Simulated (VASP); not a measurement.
# KI (Fm-3m) in VASP: notebook

KI is run at these levels: PBEsol; tasks: electric field gradients.

All numbers are computed with VASP 6.6.1; they aren't measurements. Logs are shortened: lines on timing, memory, paths and dates and some standing lists are left out, and cuts for length are marked.

## Step 1: The cell of the first run

Symmetry: Fm-3m, No. 225, cubic system. Conventional cell: a = 7.026 Å, b = 7.026 Å, c = 7.026 Å, α = 90.00°, β = 90.00°, γ = 90.00°. Within 4.6 Å of K (site symmetry m-3m) lie 6 I at 3.51 Å. Within 4.6 Å of I (site symmetry m-3m) lie 6 K at 3.51 Å.

## Step 2: Electric field gradients, PBEsol (volume scaled by 0.99)

The input, INCAR:

```
SYSTEM = KI
  PREC = Accurate
  ENCUT = 520
  EDIFF = 1E-8
  ISMEAR = -1
  SIGMA = 0.01
  LREAL = .FALSE.
  LASPH = .TRUE.
  NELM = 100
  ALGO = Normal
  ISIF = 2
  LWAVE = .FALSE.
  LCHARG = .FALSE.
  GGA = PS
  LEFG = .TRUE.
  NBANDS = 15
```

The input, KPOINTS:

```
regular mesh
0
G
  8 8 8
  0 0 0
```

The input, POSCAR:

```
KI
1.0
    0.0000000000      3.5127621193      3.5127621193
    3.5127621193      0.0000000000      3.5127621193
    3.5127621193      3.5127621193      0.0000000000
K I
1 1
Direct
    0.0000000000      0.0000000000      0.0000000000
    0.5000000000      0.5000000000      0.5000000000
```

Potentials or basis: VASP PAW PBE potentials, release 64 (K_sv, I).

Run with:

```console
$ cat potpaw_PBE.64/K_sv/POTCAR potpaw_PBE.64/I/POTCAR > POTCAR
$ mpirun -np 1 vasp_std > vasp.out
```

OUTCAR:

```text
SYSTEM = KI
   PREC = Accurate
   ENCUT = 520
   EDIFF = 1E-8
   ISMEAR = -1
   LREAL = .FALSE.
   LASPH = .TRUE.
   NELM = 100
   ISIF = 2
   GGA = PS

 ion  position               nearest neighbor table
   1  0.000  0.000  0.000-   2 3.51   2 3.51   2 3.51   2 3.51   2 3.51   2 3.51
   2  0.500  0.500  0.500-   1 3.51   1 3.51   1 3.51   1 3.51   1 3.51   1 3.51

  LATTYP: Found a face centered cubic cell.
 ALAT       =     7.0255242386

  Lattice vectors:

 A1 = (   0.0000000000,   3.5127621193,   3.5127621193)
 A2 = (   3.5127621193,   0.0000000000,   3.5127621193)
 A3 = (   3.5127621193,   3.5127621193,   0.0000000000)

Analysis of symmetry for initial positions (statically):
=====================================================================
 Subroutine PRICEL returns:
 Original cell was already a primitive cell.

 Routine SETGRP: Setting up the symmetry group for a
 face centered cubic supercell.

 Subroutine GETGRP returns: Found 48 space group operations
 (whereof 48 operations were pure point group operations)
 out of a pool of 48 trial point group operations.

The static configuration has the point symmetry O_h .

Analysis of symmetry for dynamics (positions and initial velocities):
=====================================================================
 Subroutine PRICEL returns:
 Original cell was already a primitive cell.

 Routine SETGRP: Setting up the symmetry group for a
 face centered cubic supercell.

 Subroutine GETGRP returns: Found 48 space group operations
 (whereof 48 operations were pure point group operations)
 out of a pool of 48 trial point group operations.

The dynamic configuration has the point symmetry O_h .

 Subroutine INISYM returns: Found 48 space group operations
 (whereof 48 operations are pure point group operations),
 and found     1 'primitive' translations

----------------------------------------------------------------------------------------

                                     Primitive cell

  volume of cell :      86.6914

  direct lattice vectors                    reciprocal lattice vectors
     0.000000000  3.512762119  3.512762119    -0.142338133  0.142338133  0.142338133
     3.512762119  0.000000000  3.512762119     0.142338133 -0.142338133  0.142338133
     3.512762119  3.512762119  0.000000000     0.142338133  0.142338133 -0.142338133

  length of vectors
     4.967795831  4.967795831  4.967795831     0.246536877  0.246536877  0.246536877

  position of ions in fractional coordinates (direct lattice)
     0.000000000  0.000000000  0.000000000
     0.500000000  0.500000000  0.500000000

  ion indices of the primitive-cell ions
   primitive index   ion index
                 1           1
                 2           2

----------------------------------------------------------------------------------------

 KPOINTS: regular mesh

Automatic generation of k-mesh.
 Grid dimensions read from file:
 generate k-points for:    8    8    8

 Generating k-lattice:

  Cartesian coordinates                     Fractional coordinates (reciprocal lattice)
    -0.017792267  0.017792267  0.017792267     0.125000000  0.000000000  0.000000000
     0.017792267 -0.017792267  0.017792267     0.000000000  0.125000000  0.000000000
     0.017792267  0.017792267 -0.017792267     0.000000000  0.000000000  0.125000000

  Length of vectors
     0.030817110  0.030817110  0.030817110

  Shift w.r.t. Gamma in fractional coordinates (k-lattice)
     0.000000000  0.000000000  0.000000000

 Subroutine IBZKPT returns following result:
 ===========================================

 Found     29 irreducible k-points:

 Following reciprocal coordinates:
            Coordinates               Weight
  0.000000  0.000000  0.000000      1.000000
  0.125000  0.000000  0.000000      8.000000
  0.250000  0.000000  0.000000      8.000000
  0.375000  0.000000  0.000000      8.000000
  0.500000  0.000000  0.000000      4.000000
  0.125000  0.125000  0.000000      6.000000
[... 16 lines left out ...]
  0.500000  0.250000  0.125000     48.000000
 -0.375000  0.250000  0.125000     24.000000
 [... further k-points ...]
   k-points           NKPTS =     29   k-points in BZ     NKDIM =     29   number of bands    NBANDS=     15
   number of dos      NEDOS =    301   number of ions     NIONS =      2
   total plane-waves  NPLWV =  64000
   dimension x,y,z NGX =    40 NGY =   40 NGZ =   40
   dimension x,y,z NGXF=    80 NGYF=   80 NGZF=   80
   ions per type =               1   1
   NGX,Y,Z   is equivalent  to a cutoff of  13.39, 13.39, 13.39 a.u.
   NGXF,Y,Z  is equivalent  to a cutoff of  26.77, 26.77, 26.77 a.u.
 SYSTEM =  KI
   PREC   = accura    normal or accurate (medium, high low for compatibility)
   ISTART =      0    job   : 0-new  1-cont  2-samecut
   ICHARG =      2    charge: 1-file 2-atom 10-const
   ISPIN  =      1    spin polarized calculation?
   LNONCOLLINEAR =      F non collinear calculations
   LSORBIT =      F    spin-orbit coupling
   LASPH  =      T    aspherical Exc in radial PAW
   ENCUT  =  520.0 eV  38.22 Ry    6.18 a.u.   9.24  9.24  9.24*2*pi/ulx,y,z
   NELM   =    100;   NELMIN=  2; NELMDL= -5     # of ELM steps
   EDIFF  = 0.1E-07   stopping-criterion for ELM
   LREAL  =      F    real-space projection
   EDIFFG = 0.1E-06   stopping-criterion for IOM
   NSW    =      0    number of steps for IOM
   IBRION =     -1    ionic relax: 0-MD 1-quasi-New 2-CG
   NFREE  =      0    steps in history (QN), initial steepest desc. (CG)
   ISIF   =      2    stress and relaxation
   ISYM   =      2    0-nonsym 1-usesym 2-fastsym
   POTIM  = 0.5000    time-step for ionic-motion
   TEBEG  =    0.0;   TEEND  =   0.0 temperature during run
   PSTRESS=    0.0 pullay stress
   NELECT =      16.0000    total number of electrons
   NUPDOWN=      -1.0000    fix difference up-down
   EMIN   =  10.00;   EMAX   =-10.00  energy-range for DOS
   EFERMI =   0.00;   METHOD = LEGACY
   ISMEAR =    -1;   SIGMA  =   0.01  broadening in eV -4-tet -1-fermi 0-gaus
   EFERMI_NEDOS =   21; number of points for ismear=-14 and -15
   IALGO  =     38    algorithm
   IMIX   =      4    mixing-type and parameters
     AMIX     =   0.40;   BMIX     =  1.00
     AMIX_MAG =   1.60;   BMIX_MAG =  1.00
  volume/ion in A,a.u.               =      43.35       292.51
  Fermi-wavevector in a.u.,A,eV,Ry     =   0.932086  1.761388 11.820534  0.868785
  Thomas-Fermi vector in A             =   2.058647
   LORBIT       =      0    0 simple, 1 ext, 2 COOP (PROOUT), +10 PAW based schemes
   GGA     = PS    functional components
[... 5 lines left out ...]
 non-spin polarized calculation
  energy-cutoff  :      520.00
  volume of cell :       86.69
 maximum number of plane-waves:      2357
 NGX is ok and might be reduce to    40
   NGX = 19   NGY = 19   NGZ = 19

 number of electron      15.9999999 magnetization

 Free energy of the ion-electron system (eV)
  ---------------------------------------------------
  ext. energy  EPLUGINS =         0.00000000
  ---------------------------------------------------
  free energy    TOTEN  =        -5.81598390 eV

  energy without entropy =       -5.81598390  energy(sigma->0) =       -5.81598390

 E-fermi :  -0.2126     XC(G=0):  -7.4113

 val. band max:       -0.4201388788   @ k =   0.0000   0.0000   0.0000
 cond. band min:       3.4302875158   @ k =   0.0000   0.0000   0.0000
 fundamental gap:      3.8504263946
 Fermi energy:        -0.2125812746

 k-point     1 :       0.0000    0.0000    0.0000
  band No.  band energies     occupation
      1     -28.7165      2.00000
      2     -12.2714      2.00000
      3     -12.2714      2.00000
      4     -12.2714      2.00000
      5     -10.9836      2.00000
      6      -0.4201      2.00000
      7      -0.4201      2.00000
      8      -0.4201      2.00000
      9       3.4303      0.00000
     10       5.9988      0.00000
     11       5.9988      0.00000
     12       5.9988      0.00000
     13       6.7512      0.00000
     14       6.7512      0.00000
     15       9.2019      0.00000

 k-point     2 :       0.1250    0.0000    0.0000
  band No.  band energies     occupation
      1     -28.7162      2.00000
      2     -12.3021      2.00000
      3     -12.2718      2.00000
      4     -12.2718      2.00000
      5     -10.9333      2.00000
      6      -0.6946      2.00000
      7      -0.4774      2.00000
      8      -0.4774      2.00000
      9       3.8260      0.00000
     10       5.9169      0.00000
     11       6.1714      0.00000
     12       6.1714      0.00000
     13       6.9358      0.00000
     14       6.9358      0.00000
     15       9.7558      0.00000

 k-point     3 :       0.2500    0.0000    0.0000
  band No.  band energies     occupation
      1     -28.7153      2.00000
      2     -12.3687      2.00000
      3     -12.2727      2.00000
      4     -12.2727      2.00000
      5     -10.8181      2.00000
      6      -1.2251      2.00000
      7      -0.6080      2.00000
      8      -0.6080      2.00000
      9       4.5425      0.00000
     10       6.0715      0.00000
     11       6.6225      0.00000
     12       6.6225      0.00000
     13       7.4692      0.00000
     14       7.4692      0.00000
     15       9.8973      0.00000
[... 343 lines left out ...]
 k-point    23 :       0.5000    0.2500    0.1250
  band No.  band energies     occupation
      1     -28.7141      2.00000
      2     -12.3933      2.00000
      3     -12.2903      2.00000
      4     -12.2785      2.00000
      5     -10.7341      2.00000
      6      -1.5255      2.00000
      7      -0.9154      2.00000
      8      -0.7923      2.00000
      9       5.3781      0.00000
     10       6.0516      0.00000
     11       6.8213      0.00000
     12       7.7580      0.00000
     13       8.1072      0.00000
     14       8.3382      0.00000
     15       9.6271      0.00000

 k-point    24 :      -0.3750    0.2500    0.1250
  band No.  band energies     occupation
      1     -28.7138      2.00000
      2     -12.4025      2.00000
      3     -12.2907      2.00000
      4     -12.2812      2.00000
      5     -10.7119      2.00000
      6      -1.5853      2.00000
      7      -0.9952      2.00000
      8      -0.8299      2.00000
      9       5.5116      0.00000
     10       6.3422      0.00000
     11       6.9473      0.00000
     12       7.8206      0.00000
     13       8.2543      0.00000
     14       8.5270      0.00000
     15       9.3988      0.00000

 [... further k-points ...]
[... 5 lines left out ...]
  --------------------------------------------------------------------------------------
  -------------------------------------------------------------------------------------
  Total       -0.0319234     -0.0319234     -0.0319234      0.0000000      0.0000000     -0.0000000
  in kB       -0.5899888     -0.5899888     -0.5899888      0.0000000      0.0000000     -0.0000000
  external PRESSURE =      -0.5899888 kB  Pullay stress =       0.0000000 kB

 VOLUME and BASIS-vectors are now :
 -----------------------------------------------------------------------------
  energy-cutoff  :      520.00
  volume of cell :       86.69
      direct lattice vectors                 reciprocal lattice vectors
     0.000000000  3.512762119  3.512762119    -0.142338133  0.142338133  0.142338133
     3.512762119  0.000000000  3.512762119     0.142338133 -0.142338133  0.142338133
     3.512762119  3.512762119  0.000000000     0.142338133  0.142338133 -0.142338133

 POSITION                                       TOTAL-FORCE (eV/Angst)
 -----------------------------------------------------------------------------------
      0.00000      0.00000      0.00000         0.000000      0.000000      0.000000
      3.51276      3.51276      3.51276         0.000000      0.000000      0.000000
 -----------------------------------------------------------------------------------
    total drift:                                0.000000     -0.000000     -0.000000

  FREE ENERGIE OF THE ION-ELECTRON SYSTEM (eV)
  ---------------------------------------------------
  free  energy   TOTEN  =        -5.8159839044 eV

  energy  without entropy=       -5.8159839044  energy(sigma->0) =       -5.81598390

 Electric field gradients (V/A^2)
---------------------------------------------------------------------
 ion       V_xx      V_yy      V_zz      V_xy      V_xz      V_yz
---------------------------------------------------------------------
   1       0.000     0.000    -0.000    -0.000    -0.000    -0.000
   2       0.000    -0.000     0.000     0.000     0.000     0.000
---------------------------------------------------------------------

 Electric field gradients after diagonalization (V/A^2)
 (convention: |V_zz| > |V_xx| > |V_yy|)
----------------------------------------------------------------------
 ion       V_xx      V_yy      V_zz     asymmetry (V_yy - V_xx)/ V_zz
----------------------------------------------------------------------
   1       0.000     0.000    -0.001       0.000
   2      -0.000    -0.000     0.000       0.000
----------------------------------------------------------------------

           NMR quadrupolar parameters

 Cq : quadrupolar parameter    Cq=e*Q*V_zz/h
 eta: asymmetry parameters     (V_yy - V_xx)/ V_zz
 Q  : nuclear electric quadrupole moment in mb (millibarn)
----------------------------------------------------------------------
 ion       Cq(MHz)       eta       Q (mb)
----------------------------------------------------------------------
   1      -0.000       0.000       1.000
   2       0.000       0.000       1.000
----------------------------------------------------------------------
```

It took 50 s on 1 thread of Intel Xeon Platinum 8259CL at 2.50GHz (Skylake/Cascade Lake), shared host; peak memory 0.24 GiB.

What came out:

```yaml
Free_energy: -5.8160 eV
Pressure: -0.1 GPa
Band_gap_on_the_k_mesh: 3.85 eV, direct
```

Levels at points of the mesh, in eV from the valence-band top:
```tsv
k point	band 4	band 5	band 6	band 7	band 8	band 9	band 10	band 11	band 12	band 13
(0.00, 0.00, 0.00)	-11.85	-10.56	0.00	0.00	0.00	3.85	6.42	6.42	6.42	7.17
(0.50, 0.00, 0.00)	-11.85	-10.25	-1.39	-0.36	-0.36	5.40	7.66	8.10	8.10	8.69
(0.50, 0.50, 0.00)	-11.87	-10.41	-1.05	-0.38	-0.38	4.80	5.71	8.09	8.73	8.73
```

Caveat: without QUAD_EFG the Cq values of the log hold for a quadrupole moment of 1 mb, not for the nuclei; the PAW data sets were made with another functional, which shifts forces and pressure a little; spin-orbit coupling is left out, which moves the levels of the heavy elements. A k mesh can miss the band edges.

[end of part 1 of 2]
